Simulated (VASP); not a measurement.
# AlN (R3m) in VASP: G0W0 quasiparticle levels with PBEsol

Aim: the G0W0 quasiparticle levels of AlN with PBEsol.

Everything below comes from runs of VASP 6.6.1. Logs are shortened: lines on timing, memory, paths and dates and some standing lists are left out, and cuts for length are marked.

**1. The cell of the first run**

Symmetry: R3m, No. 160, trigonal system. The conventional cell has a = 3.086 Å, b = 3.086 Å, c = 7.733 Å, α = 90.00°, β = 90.00°, γ = 120.00°. Within 2.5 Å of Al (site symmetry 3m) lie 4 N at 1.90 to 1.92 Å. N (site symmetry 3m) has 4 Al at 1.90 to 1.92 Å within 2.5 Å.

**2. G0W0 quasiparticle levels, PBEsol**

POSCAR reads:

```
AlN
1.0
    0.0334089885      2.2157592075      2.2157592075
    2.2157592075      0.0334089885      2.2157592075
    2.2157592075      2.2157592075      0.0334089885
Al N
1 1
Direct
    0.0009651336      0.0009651336      0.0009651336
    0.2490348664      0.2490348664      0.2490348664
```

INCAR.step1 reads:

```
PREC = Accurate ; ENCUT = 500
EDIFF = 1E-8 ; ISMEAR = 0
SIGMA = 0.01 ; LREAL = F
LASPH = T ; NELM = 60
ALGO = Normal ; LWAVE = T
LCHARG = F ; GGA = PS
```

INCAR.step2 reads:

```
PREC = Accurate ; ENCUT = 500
EDIFF = 1E-8 ; ISMEAR = 0
SIGMA = 0.01 ; LREAL = F
LASPH = T ; NELM = 1
ALGO = Exact ; LWAVE = T
LCHARG = F ; GGA = PS
NBANDS = 120 ; LOPTICS = T
ISTART = 1
```

INCAR.step3 reads:

```
PREC = Accurate ; ENCUT = 500
EDIFF = 1E-8 ; ISMEAR = 0
SIGMA = 0.01 ; LREAL = F
LASPH = T ; ALGO = EVGW0
LWAVE = F ; LCHARG = F
GGA = PS ; NELMGW = 1
NBANDS = 120 ; ENCUTGW = 180.0
NOMEGA = 96 ; PRECFOCK = Fast
ISTART = 1 ; NBANDSGW = 12
OMEGAMAX = 20
```

KPOINTS reads:

```
Automatic mesh
0
Gamma
  6 6 6
```

Potentials or basis: VASP PAW PBE potentials, release 64 (Al_GW, N_GW).

On the command line:

```sh
cat potpaw_PBE.64/Al_GW/POTCAR potpaw_PBE.64/N_GW/POTCAR > POTCAR
cp INCAR.step1 INCAR
mpirun -np 1 vasp_std > vasp.out
cp INCAR.step2 INCAR
mpirun -np 1 vasp_std > vasp.out
cp INCAR.step3 INCAR
mpirun -np 1 vasp_std > vasp.out
```

OUTCAR:

```text
PREC = Accurate
   ENCUT = 500
   EDIFF = 1E-8
   ISMEAR = 0
   LREAL = F
   LASPH = T
   GGA = PS
   NELMGW = 1
   ENCUTGW = 180.0
   PRECFOCK = Fast
   ISTART = 1

 ion  position               nearest neighbor table
   1  0.001  0.001  0.001-   2 1.90   2 1.90   2 1.90   2 1.92
   2  0.249  0.249  0.249-   1 1.90   1 1.90   1 1.90   1 1.92

  LATTYP: Found a trigonal (rhomboedric) cell.
 ALAT       =     3.1337348152
 COS(alpha) =     0.5150193537

  Lattice vectors:

 A1 = (   0.0334089885,   2.2157592075,   2.2157592075)
 A2 = (   2.2157592075,   0.0334089885,   2.2157592075)
 A3 = (   2.2157592075,   2.2157592075,   0.0334089885)

Analysis of symmetry for initial positions (statically):
=====================================================================
 Subroutine PRICEL returns:
 Original cell was already a primitive cell.

 Routine SETGRP: Setting up the symmetry group for a
 trigonal (rhombohedral) supercell.

 Subroutine GETGRP returns: Found  6 space group operations
 (whereof  6 operations were pure point group operations)
 out of a pool of 12 trial point group operations.

The static configuration has the point symmetry C_3v.

Analysis of symmetry for dynamics (positions and initial velocities):
=====================================================================
 Subroutine PRICEL returns:
 Original cell was already a primitive cell.

 Routine SETGRP: Setting up the symmetry group for a
 trigonal (rhombohedral) supercell.

 Subroutine GETGRP returns: Found  6 space group operations
 (whereof  6 operations were pure point group operations)
 out of a pool of 12 trial point group operations.

The dynamic configuration has the point symmetry C_3v.

 Subroutine INISYM returns: Found  6 space group operations
 (whereof  6 operations are pure point group operations),
 and found     1 'primitive' translations

----------------------------------------------------------------------------------------

                                     Primitive cell

  volume of cell :      21.2649

  direct lattice vectors                    reciprocal lattice vectors
     0.033408989  2.215759208  2.215759208    -0.230825128  0.227396468  0.227396468
     2.215759208  0.033408989  2.215759208     0.227396468 -0.230825128  0.227396468
     2.215759208  2.215759208  0.033408989     0.227396468  0.227396468 -0.230825128

  length of vectors
     3.133734815  3.133734815  3.133734815     0.395851673  0.395851673  0.395851673

  position of ions in fractional coordinates (direct lattice)
     0.000965134  0.000965134  0.000965134
     0.249034866  0.249034866  0.249034866

  ion indices of the primitive-cell ions
   primitive index   ion index
                 1           1
                 2           2

----------------------------------------------------------------------------------------

 KPOINTS: Automatic mesh

Automatic generation of k-mesh.
 Grid dimensions read from file:
 generate k-points for:    6    6    6

 Generating k-lattice:

  Cartesian coordinates                     Fractional coordinates (reciprocal lattice)
    -0.038470855  0.037899411  0.037899411     0.166666667  0.000000000  0.000000000
     0.037899411 -0.038470855  0.037899411     0.000000000  0.166666667  0.000000000
     0.037899411  0.037899411 -0.038470855     0.000000000  0.000000000  0.166666667

  Length of vectors
     0.065975279  0.065975279  0.065975279

  Shift w.r.t. Gamma in fractional coordinates (k-lattice)
     0.000000000  0.000000000  0.000000000

 Subroutine IBZKPT returns following result:
 ===========================================

 Found     32 irreducible k-points:

 Following reciprocal coordinates:
            Coordinates               Weight
  0.000000  0.000000  0.000000      1.000000
  0.166667  0.000000  0.000000      6.000000
  0.333333  0.000000  0.000000      6.000000
  0.500000 -0.000000  0.000000      3.000000
  0.166667  0.166667 -0.000000      6.000000
  0.333333  0.166667  0.000000     12.000000
[... 16 lines left out ...]
  0.500000  0.500000  0.166667      6.000000
 -0.333333  0.500000  0.166667     12.000000
 [... further k-points ...]
   k-points           NKPTS =     32   k-points in BZ     NKDIM =    216   number of bands    NBANDS=    120
   number of dos      NEDOS =    301   number of ions     NIONS =      2
   total plane-waves  NPLWV =  13824
   dimension x,y,z NGX =    24 NGY =   24 NGZ =   24
   dimension x,y,z NGXF=    48 NGYF=   48 NGZF=   48
   ions per type =               1   1
   NGX,Y,Z   is equivalent  to a cutoff of  12.73, 12.73, 12.73 a.u.
   NGXF,Y,Z  is equivalent  to a cutoff of  25.46, 25.46, 25.46 a.u.
 SYSTEM =  unknown system
   PREC   = accura    normal or accurate (medium, high low for compatibility)
   ISTART =      1    job   : 0-new  1-cont  2-samecut
   ICHARG =      0    charge: 1-file 2-atom 10-const
   ISPIN  =      1    spin polarized calculation?
   LNONCOLLINEAR =      F non collinear calculations
   LSORBIT =      F    spin-orbit coupling
   LASPH  =      T    aspherical Exc in radial PAW
   ENCUT  =  500.0 eV  36.75 Ry    6.06 a.u.   5.71  5.71  5.71*2*pi/ulx,y,z
   NELM   =     60;   NELMIN=  2; NELMDL=  0     # of ELM steps
   EDIFF  = 0.1E-07   stopping-criterion for ELM
   LREAL  =      F    real-space projection
   EDIFFG = 0.1E-06   stopping-criterion for IOM
   NSW    =      0    number of steps for IOM
   IBRION =     -1    ionic relax: 0-MD 1-quasi-New 2-CG
   NFREE  =      0    steps in history (QN), initial steepest desc. (CG)
   ISIF   =      0    stress and relaxation
   ISYM   =      3    0-nonsym 1-usesym 2-fastsym
   POTIM  = 0.5000    time-step for ionic-motion
   TEBEG  =    0.0;   TEEND  =   0.0 temperature during run
   PSTRESS=    0.0 pullay stress
   NELECT =       8.0000    total number of electrons
   NUPDOWN=      -1.0000    fix difference up-down
   EMIN   =  10.00;   EMAX   =-10.00  energy-range for DOS
   EFERMI =   0.00;   METHOD = LEGACY
   ISMEAR =     0;   SIGMA  =   0.01  broadening in eV -4-tet -1-fermi 0-gaus
   EFERMI_NEDOS =   21; number of points for ismear=-14 and -15
   IALGO  =     38    algorithm
   IMIX   =      4    mixing-type and parameters
     AMIX     =   0.40;   BMIX     =  1.00
     AMIX_MAG =   1.60;   BMIX_MAG =  1.00
  volume/ion in A,a.u.               =      10.63        71.75
  Fermi-wavevector in a.u.,A,eV,Ry     =   1.181817  2.233311 19.003155  1.396692
  Thomas-Fermi vector in A             =   2.318084
   LORBIT       =      0    0 simple, 1 ext, 2 COOP (PROOUT), +10 PAW based schemes
   GGA     = PS    functional components
   LHFCALC =     T    Hartree Fock is set to
   PRECFOCK=fast      Normal, Fast or Accurate (Low or Medium for compatibility)
   ENCUT4O =  -1.0   cutoff for four orbital integrals eV
   NKREDX  =     1    reduce k-point grid by
   NKREDY  =     1    reduce k-point grid by
   NKREDZ  =     1    reduce k-point grid by
   AEXX    =    1.0000 exact exchange contribution
   HFSCREEN=    0.0000 screening length (either q_TF or 0.3 A-1)
   HFSCREENC=   0.0000 screening length for correlation (either q_TF or 0.3 A-1)
   ENCUTFOCK=  -1.0 apply spherical cutoff to Coloumb kernel
   IVDW    =     0    specifies the selected vdW correction
   LEPSILON=     F    determine dielectric tensor
   LRPA    =     F    only Hartree local field effects (RPA)
   LRPAFORCE           =     F    calculate RPA forces
   ENCUTGW             = 180.0    cutoff for response function in eV
   ENCUTGWSOFT         = 144.0    soft cutoff for Coulomb kernel in GW response function in eV
   ENCUTLF             =  -1.0    cutoff for local field effects
   NELMGW              =     1    number of iterations in solving QP/BSE equation
   NELMHF              =     1    number of iterations in the inner HF iteration
   NKREDLFX            =     1    NKREDLFY  =   1   NKREDLFZ  =   1
 non-spin polarized calculation
 Gauss-broadening in eV      SIGMA  =   0.01
  energy-cutoff  :      500.00
  volume of cell :       21.26
 maximum number of plane-waves:       552
  NGX = 14; NGY = 14; NGZ = 14
   NGX = 11   NGY = 11   NGZ = 11
 maximum number of plane-waves:       125
 NGX is ok and might be reduce to    14

 QP shifts <psi_nk| G(iteration)W_0 |psi_nk>: iteration 1
 for sc-GW calculations column KS-energies equals QP-energies in previous step
 and V_xc(KS)=  KS-energies - (<T + V_ion + V_H > + <T+V_H+V_ion>^1  + <V_x>^1)

 k-point   1 :       0.0000    0.0000    0.0000
  band No.  KS-energies  QP-energies   sigma(KS)   V_xc(KS)     V^pw_x(r,r')   Z            occupation Imag(sigma)

      1     -10.1607     -11.6834     -16.7780     -14.6742     -24.6164       0.7238       2.0000       1.1936
      2       4.5614       3.5997     -17.7795     -16.5366     -20.5052       0.7737       2.0000       0.0305
      3       4.7535       3.7971     -17.9022     -16.6661     -20.6718       0.7737       2.0000       0.0299
      4       4.7535       3.7971     -17.9022     -16.6661     -20.6718       0.7737       2.0000       0.0299
      5       8.6198       9.3233     -11.6779     -12.5506      -7.9014       0.8062       0.0000      -0.0513
      6      16.5758      17.5864      -9.1088     -10.3720      -4.0762       0.8000       0.0000      -0.0878
      7      17.1411      18.1610      -9.1214     -10.4008      -3.9993       0.7972       0.0000      -0.0987
      8      17.1411      18.1610      -9.1214     -10.4008      -3.9993       0.7972       0.0000      -0.0987
      9      22.1077      23.1107      -9.2687     -10.5416      -3.6467       0.7879       0.0000      -0.2560
     10      22.1077      23.1107      -9.2687     -10.5416      -3.6467       0.7879       0.0000      -0.2560
     11      23.2919      23.8827      -9.1372      -9.9063      -2.6379       0.7682       0.0000      -0.6258
     12      23.4897      24.0596      -9.0472      -9.7957      -2.5646       0.7615       0.0000      -0.6068

 k-point   2 :       0.1667    0.0000    0.0000
  band No.  KS-energies  QP-energies   sigma(KS)   V_xc(KS)     V^pw_x(r,r')   Z            occupation Imag(sigma)
[... 353 lines left out ...]
      1      -7.4659      -8.9390     -18.6692     -16.6514     -26.0979       0.7300       2.0000       0.8533
      2       0.3817      -0.8011     -15.2215     -13.6026     -18.9161       0.7306       2.0000       0.0855
      3       1.8960       0.7357     -15.8774     -14.3367     -19.1387       0.7530       2.0000       0.0544
      4       2.1998       1.0773     -15.4950     -14.0179     -18.5202       0.7600       2.0000       0.0476
      5       9.7816      10.4767     -10.3710     -11.2333      -6.4150       0.8061       0.0000      -0.0554
      6      14.7364      15.7142     -10.1102     -11.3289      -5.3959       0.8024       0.0000      -0.0718
      7      17.2166      18.2706     -11.1614     -12.5311      -5.4621       0.7694       0.0000      -0.1788
      8      17.5129      18.5934     -11.4294     -12.8375      -5.6828       0.7673       0.0000      -0.1823
      9      20.8792      21.8479     -10.5254     -11.8302      -3.9994       0.7423       0.0000      -0.3422
     10      24.5374      25.4142      -9.3752     -10.5107      -2.9540       0.7722       0.0000      -0.5054
     11      28.6714      29.8751     -11.0228     -12.5619      -4.0044       0.7820       0.0000      -0.9409
     12      29.9475      31.1842     -10.8153     -12.3947      -4.0542       0.7830       0.0000      -0.9285

 [... further k-points ...]
```

Wall time 5.4 min (1 thread of Intel Xeon 6975P-C (Granite Rapids), shared host); peak memory 0.58 GiB.

What came out:

```yaml
Quasiparticle_gap: 4.64 eV
Least_direct_quasiparticle_gap: 5.53 eV
Band_gap_of_the_starting_levels_on_the_mesh: 3.10 eV
Least_direct_gap_of_the_starting_levels_on_the_mesh: 3.87 eV
```

Caveat: the k points lie up to 0.41 Å⁻¹ apart; bands, screening cutoff and mesh are small and nothing is extrapolated, so the quasiparticle values aren't converged.
